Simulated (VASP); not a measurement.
# HfAs4 (P4/mmm) in VASP: notebook

The runs below take HfAs4 through single point, relaxation of cell and atoms, with PBE.

Program: VASP 6.6.1. These are calculated values, not measurements. Logs are shortened: lines on timing, memory, paths and dates and some standing lists are left out, and cuts for length are marked.

### Step 1. The cell of the first run

It takes space group P4/mmm (No. 123, tetragonal). Conventional cell: a = 4.528 Å, b = 4.528 Å, c = 5.585 Å, α = 90.00°, β = 90.00°, γ = 90.00°. Within 3.6 Å of Hf (site symmetry 4/mmm) lie 8 As at 2.75 Å. As (site symmetry 2mm) has 6 As at 2.46 to 3.20 Å and 2 Hf at 2.75 Å within 3.3 Å.

### Step 2. Single point, PBE

Contents of INCAR:

```
SYSTEM = HfAs4
PREC = Accurate
ENCUT = 520
EDIFF = 1E-7
ISMEAR = 0
SIGMA = 0.1
LREAL = .FALSE.
LASPH = .TRUE.
NELM = 80
ALGO = Normal
ISIF = 2
LWAVE = .FALSE.
LCHARG = .FALSE.
GGA = PE
NBANDS = 23
```

Contents of KPOINTS:

```
regular mesh
0
G
  4 4 4
  0 0 0
```

Contents of POSCAR:

```
HfAs4
1.0
    4.5277259730      0.0000000000      0.0000000000
    0.0000000000      4.5277259730      0.0000000000
    0.0000000000      0.0000000000      5.5848880322
Hf As
1 4
Direct
    0.0000000000      0.0000000000      0.0000000000
    0.5000000000      0.0000000000      0.2795033025
    0.0000000000      0.5000000000      0.7204966975
    0.5000000000      0.0000000000      0.7204966975
    0.0000000000      0.5000000000      0.2795033025
```

Potentials or basis: VASP PAW PBE potentials, release 64 (Hf_pv, As).

Started as:

```sh
cat potpaw_PBE.64/Hf_pv/POTCAR potpaw_PBE.64/As/POTCAR > POTCAR
mpirun -np 1 vasp_std > vasp.out
```

OUTCAR:

```text
SYSTEM = HfAs4
   PREC = Accurate
   ENCUT = 520
   EDIFF = 1E-7
   ISMEAR = 0
   LREAL = .FALSE.
   LASPH = .TRUE.
   NELM = 80
   ISIF = 2
   GGA = PE

 ion  position               nearest neighbor table
   1  0.000  0.000  0.000-   2 2.75   3 2.75   4 2.75   5 2.75   3 2.75   5 2.75   2 2.75   4 2.75

   2  0.500  0.000  0.280-   4 2.46   1 2.75   1 2.75
   3  0.000  0.500  0.720-   5 2.46   1 2.75   1 2.75
   4  0.500  0.000  0.720-   2 2.46   1 2.75   1 2.75
   5  0.000  0.500  0.280-   3 2.46   1 2.75   1 2.75

  LATTYP: Found a simple tetragonal cell.
 ALAT       =     4.5277259730
 C/A-ratio  =     1.2334863164

  Lattice vectors:

 A1 = (   4.5277259730,   0.0000000000,   0.0000000000)
 A2 = (   0.0000000000,   4.5277259730,   0.0000000000)
 A3 = (   0.0000000000,   0.0000000000,   5.5848880322)

Analysis of symmetry for initial positions (statically):
=====================================================================
 Subroutine PRICEL returns:
 Original cell was already a primitive cell.

 Routine SETGRP: Setting up the symmetry group for a
 simple tetragonal supercell.

 Subroutine GETGRP returns: Found 16 space group operations
 (whereof 16 operations were pure point group operations)
 out of a pool of 16 trial point group operations.

The static configuration has the point symmetry D_4h.

Analysis of symmetry for dynamics (positions and initial velocities):
=====================================================================
 Subroutine PRICEL returns:
 Original cell was already a primitive cell.

 Routine SETGRP: Setting up the symmetry group for a
 simple tetragonal supercell.

 Subroutine GETGRP returns: Found 16 space group operations
 (whereof 16 operations were pure point group operations)
 out of a pool of 16 trial point group operations.

The dynamic configuration has the point symmetry D_4h.

 Subroutine INISYM returns: Found 16 space group operations
 (whereof 16 operations are pure point group operations),
 and found     1 'primitive' translations

----------------------------------------------------------------------------------------

                                     Primitive cell

  volume of cell :     114.4919

  direct lattice vectors                    reciprocal lattice vectors
     4.527725973  0.000000000  0.000000000     0.220861423  0.000000000  0.000000000
     0.000000000  4.527725973  0.000000000     0.000000000  0.220861423  0.000000000
     0.000000000  0.000000000  5.584888032     0.000000000  0.000000000  0.179054619

  length of vectors
     4.527725973  4.527725973  5.584888032     0.220861423  0.220861423  0.179054619

  position of ions in fractional coordinates (direct lattice)
     0.000000000  0.000000000  0.000000000
     0.500000000  0.000000000  0.279503302
     0.000000000  0.500000000  0.720496698
     0.500000000  0.000000000  0.720496698
     0.000000000  0.500000000  0.279503302

  ion indices of the primitive-cell ions
   primitive index   ion index
                 1           1
                 2           2
                 3           3
                 4           4
                 5           5

----------------------------------------------------------------------------------------

 KPOINTS: regular mesh

Automatic generation of k-mesh.
 Grid dimensions read from file:
 generate k-points for:    4    4    4

 Generating k-lattice:

  Cartesian coordinates                     Fractional coordinates (reciprocal lattice)
     0.055215356  0.000000000  0.000000000     0.250000000  0.000000000  0.000000000
     0.000000000  0.055215356  0.000000000     0.000000000  0.250000000  0.000000000
     0.000000000  0.000000000  0.044763655     0.000000000  0.000000000  0.250000000

  Length of vectors
     0.055215356  0.055215356  0.044763655

  Shift w.r.t. Gamma in fractional coordinates (k-lattice)
     0.000000000  0.000000000  0.000000000

 Subroutine IBZKPT returns following result:
 ===========================================

 Found     18 irreducible k-points:

 Following reciprocal coordinates:
            Coordinates               Weight
  0.000000  0.000000  0.000000      1.000000
  0.250000  0.000000  0.000000      4.000000
  0.500000  0.000000  0.000000      2.000000
  0.250000  0.250000  0.000000      4.000000
  0.500000  0.250000  0.000000      4.000000
  0.500000  0.500000  0.000000      1.000000
[... 10 lines left out ...]
  0.500000  0.250000  0.500000      4.000000
  0.500000  0.500000  0.500000      1.000000
   k-points           NKPTS =     18   k-points in BZ     NKDIM =     18   number of bands    NBANDS=     23
   number of dos      NEDOS =    301   number of ions     NIONS =      5
   total plane-waves  NPLWV =  54432
   dimension x,y,z NGX =    36 NGY =   36 NGZ =   42
   dimension x,y,z NGXF=    72 NGYF=   72 NGZF=   84
   ions per type =               1   4
   NGX,Y,Z   is equivalent  to a cutoff of  13.22, 13.22, 12.50 a.u.
   NGXF,Y,Z  is equivalent  to a cutoff of  26.44, 26.44, 25.00 a.u.
 SYSTEM =  HfAs4
   PREC   = accura    normal or accurate (medium, high low for compatibility)
   ISTART =      0    job   : 0-new  1-cont  2-samecut
   ICHARG =      2    charge: 1-file 2-atom 10-const
   ISPIN  =      1    spin polarized calculation?
   LNONCOLLINEAR =      F non collinear calculations
   LSORBIT =      F    spin-orbit coupling
   LASPH  =      T    aspherical Exc in radial PAW
   ENCUT  =  520.0 eV  38.22 Ry    6.18 a.u.   8.42  8.42 10.38*2*pi/ulx,y,z
   NELM   =     80;   NELMIN=  2; NELMDL= -5     # of ELM steps
   EDIFF  = 0.1E-06   stopping-criterion for ELM
   LREAL  =      F    real-space projection
   EDIFFG = 0.1E-05   stopping-criterion for IOM
   NSW    =      0    number of steps for IOM
   IBRION =     -1    ionic relax: 0-MD 1-quasi-New 2-CG
   NFREE  =      0    steps in history (QN), initial steepest desc. (CG)
   ISIF   =      2    stress and relaxation
   ISYM   =      2    0-nonsym 1-usesym 2-fastsym
   POTIM  = 0.5000    time-step for ionic-motion
   TEBEG  =    0.0;   TEEND  =   0.0 temperature during run
   PSTRESS=    0.0 pullay stress
   NELECT =      30.0000    total number of electrons
   NUPDOWN=      -1.0000    fix difference up-down
   EMIN   =  10.00;   EMAX   =-10.00  energy-range for DOS
   EFERMI =   0.00;   METHOD = LEGACY
   ISMEAR =     0;   SIGMA  =   0.10  broadening in eV -4-tet -1-fermi 0-gaus
   EFERMI_NEDOS =   21; number of points for ismear=-14 and -15
   IALGO  =     38    algorithm
   IMIX   =      4    mixing-type and parameters
     AMIX     =   0.40;   BMIX     =  1.00
     AMIX_MAG =   1.60;   BMIX_MAG =  1.00
  volume/ion in A,a.u.               =      22.90       154.53
  Fermi-wavevector in a.u.,A,eV,Ry     =   1.047588  1.979653 14.931574  1.097440
  Thomas-Fermi vector in A             =   2.182474
   LORBIT       =      0    0 simple, 1 ext, 2 COOP (PROOUT), +10 PAW based schemes
   GGA     = PE    functional components
   LHFCALC =     F    Hartree Fock is set to
   AEXX    =    0.0000 exact exchange contribution
   IVDW    =     0    specifies the selected vdW correction
   LEPSILON=     F    determine dielectric tensor
   LRPA    =     F    only Hartree local field effects (RPA)
 non-spin polarized calculation
 Gauss-broadening in eV      SIGMA  =   0.10
  energy-cutoff  :      520.00
  volume of cell :      114.49
 maximum number of plane-waves:      3104
 NGX is ok and might be reduce to    36
   NGX = 17   NGY = 17   NGZ = 21

 number of electron      30.0000001 magnetization

 Free energy of the ion-electron system (eV)
  ---------------------------------------------------
  ext. energy  EPLUGINS =         0.00000000
  ---------------------------------------------------
  free energy    TOTEN  =       -29.19832283 eV

  energy without entropy =      -29.18368682  energy(sigma->0) =      -29.19100482

 E-fermi :   4.6067     XC(G=0):  -9.9160

 val. band max:        4.6056872028   @ k =   0.5000   0.2500   0.5000
 cond. band min:       4.6243737324   @ k =   0.5000   0.2500   0.5000
 fundamental gap:      0.0186865296
 Fermi energy:         4.6066992411

 k-point     1 :       0.0000    0.0000    0.0000
  band No.  band energies     occupation
      1     -26.7041      2.00000
      2     -26.6338      2.00000
      3     -26.6338      2.00000
      4      -9.0076      2.00000
      5      -6.3869      2.00000
      6      -5.5065      2.00000
[... 15 lines left out ...]
     22       9.5860      0.00000
     23       9.5860      0.00000

 k-point     2 :       0.2500    0.0000    0.0000
  band No.  band energies     occupation
      1     -26.7028      2.00000
      2     -26.6428      2.00000
      3     -26.6334      2.00000
      4      -8.6630      2.00000
      5      -6.7868      2.00000
      6      -5.2863      2.00000
[... 15 lines left out ...]
     22       9.6997      0.00000
     23       9.7617      0.00000

 k-point     3 :       0.5000    0.0000    0.0000
  band No.  band energies     occupation
      1     -26.7016      2.00000
      2     -26.6518      2.00000
      3     -26.6330      2.00000
      4      -7.9093      2.00000
      5      -7.6110      2.00000
      6      -4.7855      2.00000
[... 15 lines left out ...]
     22      10.0193      0.00000
     23      10.1923      0.00000
[... 339 lines left out ...]
 k-point    17 :       0.5000    0.2500    0.5000
  band No.  band energies     occupation
      1     -26.7009      2.00000
      2     -26.6512      2.00000
      3     -26.6418      2.00000
      4      -7.2296      2.00000
      5      -7.1487      2.00000
      6      -5.8465      2.00000
[... 15 lines left out ...]
     22       8.7058      0.00000
     23       8.7381      0.00000

 k-point    18 :       0.5000    0.5000    0.5000
  band No.  band energies     occupation
      1     -26.6996      2.00000
      2     -26.6508      2.00000
      3     -26.6508      2.00000
      4      -7.1310      2.00000
      5      -7.1310      2.00000
      6      -5.4034      2.00000
[... 15 lines left out ...]
     22       8.7220      0.00000
     23       8.7220      0.00000

------------------------ aborting loop because EDIFF is reached ----------------------------------------

  FORCE on cell =-STRESS in cart. coord.  units (eV):
  Direction    XX          YY          ZZ          XY          YZ          ZX
  --------------------------------------------------------------------------------------
  -------------------------------------------------------------------------------------
  Total       -0.0861728     -0.0861728      0.0842202      0.0000000      0.0000000      0.0000000
  in kB       -1.2058861     -1.2058861      1.1785611      0.0000000      0.0000000      0.0000000
  external PRESSURE =      -0.4110704 kB  Pullay stress =       0.0000000 kB

 VOLUME and BASIS-vectors are now :
 -----------------------------------------------------------------------------
  energy-cutoff  :      520.00
  volume of cell :      114.49
      direct lattice vectors                 reciprocal lattice vectors
     4.527725973  0.000000000  0.000000000     0.220861423  0.000000000  0.000000000
     0.000000000  4.527725973  0.000000000     0.000000000  0.220861423  0.000000000
     0.000000000  0.000000000  5.584888032     0.000000000  0.000000000  0.179054619

 POSITION                                       TOTAL-FORCE (eV/Angst)
 -----------------------------------------------------------------------------------
      0.00000      0.00000      0.00000        -0.000000     -0.000000     -0.000000
      2.26386      0.00000      1.56099         0.000000     -0.000000     -0.035697
      0.00000      2.26386      4.02389         0.000000      0.000000      0.035697
      2.26386      0.00000      4.02389        -0.000000     -0.000000      0.035697
      0.00000      2.26386      1.56099         0.000000      0.000000     -0.035697
 -----------------------------------------------------------------------------------
    total drift:                                0.000000     -0.000000      0.000000

  FREE ENERGIE OF THE ION-ELECTRON SYSTEM (eV)
  ---------------------------------------------------
  free  energy   TOTEN  =       -29.1983228270 eV

  energy  without entropy=      -29.1836868156  energy(sigma->0) =      -29.19100482
```

Wall time 46 s (1 thread of Intel Xeon 6975P-C, shared host); peak memory 0.24 GiB.

What came out:

```
Free energy            : -29.1983 eV
Pressure               : 0.0 GPa
Largest force          : 0.036 eV/Å
Band gap on the k mesh : zero (band 15 reaches 5.59 eV, above the bottom of band 16 at 3.59 eV)
```

Forces in eV/Å, atoms in the order of the input:
```
Hf   0.000  0.000  0.000
As   0.000  0.000 -0.036
As   0.000  0.000  0.036
As   0.000  0.000  0.036
As   0.000  0.000 -0.036
```

Caveat: spin-orbit coupling is left out, which moves the levels of the heavy elements.

(Continued in part 2 of 2.)
